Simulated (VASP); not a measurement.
# HfO2 (Fm-3m) in VASP: a series of runs

HfO2 is run at these levels: r2SCAN0, r2SCANh, PBE; tasks: single point.

All numbers are computed with VASP 6.6.1; they aren't measurements. Logs are shortened: lines on timing, memory, paths and dates and some standing lists are left out, and cuts for length are marked.

## 1. The cell of the first run

The structure is cubic, space group Fm-3m (No. 225). The conventional cell has a = 5.115 Å, b = 5.115 Å, c = 5.115 Å, α = 90.00°, β = 90.00°, γ = 90.00°. Within 2.9 Å of Hf (site symmetry m-3m) lie 8 O at 2.21 Å. Within 2.9 Å of O (site symmetry -43m) lie 4 Hf at 2.21 Å and 6 O at 2.56 Å.

## 2. Single point, r2SCAN0

The input, POSCAR:

```
HfO2
1.0
    0.0000000000      2.5575000000      2.5575000000
    2.5575000000      0.0000000000      2.5575000000
    2.5575000000      2.5575000000      0.0000000000
Hf O
1 2
Direct
    0.0000000000      0.0000000000      0.0000000000
    0.7500000000      0.7500000000      0.7500000000
    0.2500000000      0.2500000000      0.2500000000
```

The input, INCAR.step1:

```
SYSTEM = HfO2
  PREC = Accurate
  ENCUT = 520
  EDIFF = 1E-5
  ISMEAR = -1
  SIGMA = 0.05
  LREAL = .False.
  LASPH = .True.
  NELM = 100
  ALGO = Normal
  ISIF = 2
  LWAVE = .True.
  GGA = PE
  NBANDS = 18
```

The input, INCAR.step2:

```
SYSTEM = HfO2
  PREC = Accurate
  ENCUT = 520
  EDIFF = 1E-6
  ISMEAR = -1
  SIGMA = 0.05
  LREAL = .False.
  LASPH = .True.
  NELM = 100
  ALGO = Normal
  ISIF = 2
  LWAVE = .False.
  LCHARG = .True.
  METAGGA = R2SCAN
  LHFCALC = .True.
  AEXX = 0.25
  LMIXTAU = .True.
  PRECFOCK = Normal
  LELF = .True.
  LVHAR = .True.
  ISTART = 1
  NBANDS = 18
```

The input, KPOINTS:

```
Automatic mesh
0
Gamma
  5 5 5
  0 0 0
```

Potentials or basis: VASP PAW PBE potentials, release 64 (Hf_pv, O).

The run is started by

```sh
cat potpaw_PBE.64/Hf_pv/POTCAR potpaw_PBE.64/O/POTCAR > POTCAR
cp INCAR.step1 INCAR
mpirun -np 1 vasp_std > vasp.out
cp INCAR.step2 INCAR
mpirun -np 1 vasp_std > vasp.out
```

OUTCAR:

```text
SYSTEM = HfO2
   PREC = Accurate
   ENCUT = 520
   EDIFF = 1E-6
   ISMEAR = -1
   LREAL = .False.
   LASPH = .True.
   NELM = 100
   ISIF = 2
   METAGGA = R2SCAN
   LHFCALC = .True.
   AEXX = 0.25
   PRECFOCK = Normal
   ISTART = 1

 ion  position               nearest neighbor table
   1  0.000  0.000  0.000-   2 2.21   2 2.21   2 2.21   2 2.21   3 2.21   3 2.21   3 2.21   3 2.21

   2  0.750  0.750  0.750-   1 2.21   1 2.21   1 2.21   1 2.21
   3  0.250  0.250  0.250-   1 2.21   1 2.21   1 2.21   1 2.21

  LATTYP: Found a face centered cubic cell.
 ALAT       =     5.1150000000

  Lattice vectors:

 A1 = (   0.0000000000,   2.5575000000,   2.5575000000)
 A2 = (   2.5575000000,   0.0000000000,   2.5575000000)
 A3 = (   2.5575000000,   2.5575000000,   0.0000000000)

Analysis of symmetry for initial positions (statically):
=====================================================================
 Subroutine PRICEL returns:
 Original cell was already a primitive cell.

 Routine SETGRP: Setting up the symmetry group for a
 face centered cubic supercell.

 Subroutine GETGRP returns: Found 48 space group operations
 (whereof 48 operations were pure point group operations)
 out of a pool of 48 trial point group operations.

The static configuration has the point symmetry O_h .

Analysis of symmetry for dynamics (positions and initial velocities):
=====================================================================
 Subroutine PRICEL returns:
 Original cell was already a primitive cell.

 Routine SETGRP: Setting up the symmetry group for a
 face centered cubic supercell.

 Subroutine GETGRP returns: Found 48 space group operations
 (whereof 48 operations were pure point group operations)
 out of a pool of 48 trial point group operations.

The dynamic configuration has the point symmetry O_h .

 Subroutine INISYM returns: Found 48 space group operations
 (whereof 48 operations are pure point group operations),
 and found     1 'primitive' translations

----------------------------------------------------------------------------------------

[... 79 lines left out ...]
   EDIFF  = 0.1E-05   stopping-criterion for ELM
   LREAL  =      F    real-space projection
   EDIFFG = 0.1E-04   stopping-criterion for IOM
   NSW    =      0    number of steps for IOM
   IBRION =     -1    ionic relax: 0-MD 1-quasi-New 2-CG
   NFREE  =      0    steps in history (QN), initial steepest desc. (CG)
   ISIF   =      2    stress and relaxation
   ISYM   =      3    0-nonsym 1-usesym 2-fastsym
   POTIM  = 0.5000    time-step for ionic-motion
   TEBEG  =    0.0;   TEEND  =   0.0 temperature during run
   PSTRESS=    0.0 pullay stress
   NELECT =      22.0000    total number of electrons
   NUPDOWN=      -1.0000    fix difference up-down
   EMIN   =  10.00;   EMAX   =-10.00  energy-range for DOS
   EFERMI =   0.00;   METHOD = LEGACY
   ISMEAR =    -1;   SIGMA  =   0.05  broadening in eV -4-tet -1-fermi 0-gaus
   EFERMI_NEDOS =   21; number of points for ismear=-14 and -15
   IALGO  =     38    algorithm
   IMIX   =      1    mixing-type and parameters
     AMIX     =   0.40;   BMIX     =  1.00
     AMIX_MAG =   1.60;   BMIX_MAG =  1.00
  volume/ion in A,a.u.               =      11.15        75.26
  Fermi-wavevector in a.u.,A,eV,Ry     =   1.423607  2.690227 27.574337  2.026657
  Thomas-Fermi vector in A             =   2.544186
   LORBIT       =      0    0 simple, 1 ext, 2 COOP (PROOUT), +10 PAW based schemes
   METAGGA = R2SCAN    functional components
   LHFCALC =     T    Hartree Fock is set to
   PRECFOCK=normal    Normal, Fast or Accurate (Low or Medium for compatibility)
   ENCUT4O =  -1.0   cutoff for four orbital integrals eV
   NKREDX  =     1    reduce k-point grid by
   NKREDY  =     1    reduce k-point grid by
   NKREDZ  =     1    reduce k-point grid by
   AEXX    =    0.2500 exact exchange contribution
   HFSCREEN=    0.0000 screening length (either q_TF or 0.3 A-1)
   HFSCREENC=   0.0000 screening length for correlation (either q_TF or 0.3 A-1)
   ENCUTFOCK=  -1.0 apply spherical cutoff to Coloumb kernel
   IVDW    =     0    specifies the selected vdW correction
   LEPSILON=     F    determine dielectric tensor
   LRPA    =     F    only Hartree local field effects (RPA)
 non-spin polarized calculation
  energy-cutoff  :      520.00
  volume of cell :       33.46
 maximum number of plane-waves:       914
  NGX = 24; NGY = 24; NGZ = 24

 number of electron      21.9999993 magnetization

 Free energy of the ion-electron system (eV)
  ---------------------------------------------------
  ext. energy  EPLUGINS =         0.00000000
  ---------------------------------------------------
  free energy    TOTEN  =       -67.52297890 eV

  energy without entropy =      -67.52297890  energy(sigma->0) =      -67.52297890

 E-fermi :   3.3618     XC(G=0):  -9.6549

 val. band max:        2.1731450593   @ k =  -0.4000   0.4000   0.0000
 cond. band min:       8.9080205775   @ k =   0.0000   0.0000   0.0000
 fundamental gap:      6.7348755182
 Fermi energy:         3.3617625680

 k-point     1 :       0.0000    0.0000    0.0000
  band No.  band energies     occupation
      1     -29.6603      2.00000
      2     -29.6603      2.00000
      3     -29.6603      2.00000
      4     -18.5578      2.00000
      5     -15.5069      2.00000
      6      -3.3035      2.00000
[... 187 lines left out ...]
      5     -16.5951      2.00000
      6      -3.2148      2.00000
[... 10 lines left out ...]
     17      17.0357      0.00000
     18      17.9756      0.00000

------------------------ aborting loop because EDIFF is reached ----------------------------------------

  FORCE on cell =-STRESS in cart. coord.  units (eV):
  Direction    XX          YY          ZZ          XY          YZ          ZX
  --------------------------------------------------------------------------------------
  -------------------------------------------------------------------------------------
  Total       -3.4635780     -3.4635780     -3.4635780      0.0000000      0.0000000     -0.0000000
  in kB     -165.8664817   -165.8664817   -165.8664817      0.0000000      0.0000000     -0.0000000
  external PRESSURE =    -165.8664817 kB  Pullay stress =       0.0000000 kB

 VOLUME and BASIS-vectors are now :
 -----------------------------------------------------------------------------
  energy-cutoff  :      520.00
  volume of cell :       33.46
      direct lattice vectors                 reciprocal lattice vectors
     0.000000000  2.557500000  2.557500000    -0.195503421  0.195503421  0.195503421
     2.557500000  0.000000000  2.557500000     0.195503421 -0.195503421  0.195503421
     2.557500000  2.557500000  0.000000000     0.195503421  0.195503421 -0.195503421

 POSITION                                       TOTAL-FORCE (eV/Angst)
 -----------------------------------------------------------------------------------
      0.00000      0.00000      0.00000         0.000000      0.000000      0.000000
      3.83625      3.83625      3.83625        -0.000000     -0.000000      0.000000
      1.27875      1.27875      1.27875        -0.000000     -0.000000     -0.000000
 -----------------------------------------------------------------------------------
    total drift:                               -0.000000      0.000000      0.000000

  FREE ENERGIE OF THE ION-ELECTRON SYSTEM (eV)
  ---------------------------------------------------
  free  energy   TOTEN  =       -67.5229788976 eV

  energy  without entropy=      -67.5229788976  energy(sigma->0) =      -67.52297890
```

Run time: 36 min. Hardware: 1 thread of Intel Xeon Platinum 8259CL at 2.50GHz (Skylake/Cascade Lake), shared host; peak memory 0.18 GiB.

What came out:

```yaml
Free_energy: -67.5230 eV
Pressure: -16.6 GPa
Band_gap_on_the_k_mesh: 6.73 eV (least direct gap 6.99 eV)
```

Caveat: the k points lie up to 0.43 Å⁻¹ apart; the PAW data sets were made with another functional, which shifts forces and pressure a little; spin-orbit coupling is left out, which moves the levels of the heavy elements; an odd mesh through Γ misses points on the zone boundary, where band edges can lie.

## 3. Single point, r2SCANh

POSCAR is that of step 2.

The input, INCAR.step1:

```
SYSTEM = HfO2
ALGO = Normal
EDIFF = 1E-5
ENCUT = 520
GGA = PE
ISIF = 2
ISMEAR = -1
LASPH = .TRUE.
LCHARG = .FALSE.
LREAL = .FALSE.
LWAVE = .TRUE.
NBANDS = 18
NELM = 80
PREC = Accurate
SIGMA = 0.05
```

The input, INCAR.step2:

```
SYSTEM = HfO2
AEXX = 0.1
ALGO = Normal
EDIFF = 1E-6
ENCUT = 520
ISIF = 2
ISMEAR = -1
ISTART = 1
LASPH = .TRUE.
LCHARG = .FALSE.
LHFCALC = .TRUE.
LMIXTAU = .TRUE.
LREAL = .FALSE.
LWAVE = .FALSE.
METAGGA = R2SCAN
NBANDS = 18
NELM = 80
PREC = Accurate
PRECFOCK = Normal
SIGMA = 0.05
```

The input, KPOINTS:

```
k-points
0
G
  5 5 5
  0 0 0
```

Potentials or basis: VASP PAW PBE potentials, release 64 (Hf_pv, O).

The run is started by

```sh
cat potpaw_PBE.64/Hf_pv/POTCAR potpaw_PBE.64/O/POTCAR > POTCAR
cp INCAR.step1 INCAR
mpirun -np 1 vasp_std > vasp.out
cp INCAR.step2 INCAR
mpirun -np 1 vasp_std > vasp.out
```

It took 35 min on 1 thread of Intel Xeon Platinum 8259CL at 2.50GHz (Skylake/Cascade Lake), shared host; peak memory 0.18 GiB.

It converged, with:

| Quantity | Value |
| --- | --- |
| Free energy | -68.0891 eV |
| Pressure | -13.9 GPa |
| Band gap on the k mesh | 5.40 eV (least direct gap 5.67 eV) |

Levels at points of the mesh, in eV from the valence-band top:
```csv
k point,band 7,band 8,band 9,band 10,band 11,band 12,band 13,band 14,band 15,band 16
"(0.00, 0.00, 0.00)",-5.24,-5.24,-0.44,-0.44,-0.44,5.40,5.40,7.27,11.86,11.86
```

Caveat: the k points lie up to 0.43 Å⁻¹ apart; the PAW data sets were made with another functional, which shifts forces and pressure a little; spin-orbit coupling is left out, which moves the levels of the heavy elements; an odd mesh through Γ misses points on the zone boundary, where band edges can lie.

## 4. Single point, PBE

The input, INCAR:

```
PREC = Accurate ; ENCUT = 600
EDIFF = 1E-6 ; ISMEAR = 0
SIGMA = 0.011 ; LREAL = F
LASPH = T ; NELM = 120
ALGO = Normal ; ISIF = 2
LWAVE = F ; LCHARG = F
GGA = PE ; NBANDS = 18
GGA_COMPAT = F
```

The input, KPOINTS:

```
Automatic mesh
0
Gamma
  9 9 9
```

POSCAR is that of step 3.

The run is started by

```sh
cat potpaw_PBE.64/Hf_pv/POTCAR potpaw_PBE.64/O/POTCAR > POTCAR
mpirun -np 1 vasp_std > vasp.out
```

It took 25 s on 1 thread of Intel Xeon Platinum 8488C (Sapphire Rapids), shared host; peak memory 0.18 GiB.

Results (log left out):

| Quantity | Value |
| --- | --- |
| Free energy | -30.2388 eV |
| Pressure | -6.2 GPa |
| Band gap on the k mesh | 3.84 eV (least direct gap 3.95 eV) |

Levels at points of the mesh, in eV from the valence-band top:
```tsv
k point	band 7	band 8	band 9	band 10	band 11	band 12	band 13	band 14	band 15	band 16
(0.00, 0.00, 0.00)	-5.13	-5.13	-0.54	-0.54	-0.54	3.87	3.87	5.68	10.14	10.14
```

Caveat: the cell stands under tension; spin-orbit coupling is left out, which moves the levels of the heavy elements; an odd mesh through Γ misses points on the zone boundary, where band edges can lie.

## 5. The runs side by side

| level | k mesh | cutoff (eV) | smearing | grid for exact exchange (PRECFOCK) | share of exact exchange | gap on the mesh (eV) | pressure (GPa) |
| --- | --- | --- | --- | --- | --- | --- | --- |
| r2SCAN0 | 5 × 5 × 5 | 520 | fermi-dirac 0.05 eV | Normal | 0.25 | 6.73 | -16.6 |
| r2SCANh | 5 × 5 × 5 | 520 | fermi-dirac 0.05 eV | Normal | 0.1 | 5.40 | -13.9 |
| PBE | 9 × 9 × 9 | 600 | gaussian 0.011 eV | - | - | 3.84 | -6.2 |

Alike in all rows: task single point; potentials or basis VASP PAW PBE potentials, release 64 (Hf_pv, O); no spin polarisation; cell as given.

Caveats: some runs use coarse meshes; spin-orbit coupling is left out, which moves the levels of the heavy elements; an odd mesh through Γ misses points on the zone boundary, where band edges can lie; the PAW data sets were made with another functional, which shifts forces and pressure a little (at least some runs); the cell stands under tension (at least some runs).

Absolute energies hang on the potentials; compare differences alone.
